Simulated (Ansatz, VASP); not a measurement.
## KBr, level by level in two programs

```
Br K
1.0
     0.00000    3.30000    3.30000
     3.30000    0.00000    3.30000
     3.30000    3.30000    0.00000
Br K
1 1
Direct
  0.50000 0.50000 0.50000
  0.00000 0.00000 0.00000
```

Single points on this cell with VASP 6.6.1 and Ansatz 0.2.0. Each row is one pair of runs. Alike in all rows: spin: off; k mesh: 7 × 7 × 7; Ansatz's potentials, cutoff: Ansatz PAW, 420 eV.

```csv
level,smearing,"VASP's potentials, cutoff","gap on the k mesh at the Fermi level (eV), VASP","gap on the k mesh at the Fermi level (eV), Ansatz","least direct gap on the mesh (eV), VASP","least direct gap on the mesh (eV), Ansatz","pressure (GPa), VASP","pressure (GPa), Ansatz"
PBE,"gaussian, width 0.025 eV","VASP PAW PBE potentials, release 64 (Br, K_sv), 520 eV",4.43,4.44,4.43,4.44,0.8,0.7
PBE,"gaussian, width 0.026 eV","VASP PAW PBE potentials, release 64 (Br, K_sv), 520 eV",4.43,4.44,4.43,4.44,0.8,0.7
PBE,"gaussian, width 0.019 eV","VASP PAW PBE potentials, release 64 (Br, K_sv), 500 eV",4.43,4.44,4.43,4.44,0.8,0.7
PBE,"gaussian, width 0.021 eV","VASP PAW PBE potentials, release 64 (Br, K_sv), 500 eV",4.43,4.44,4.43,4.44,0.8,0.7
```

Gap on the k mesh at the fermi level (eV): the two programs differ by at most 0.002; least direct gap on the mesh (eV): the two programs differ by at most 0.002; pressure (GPa): the two programs differ by at most 0.04.

Noted on Ansatz's runs: odd divisions of the mesh miss points on the zone boundary, where band edges often lie, so the gap on the mesh can be too wide.
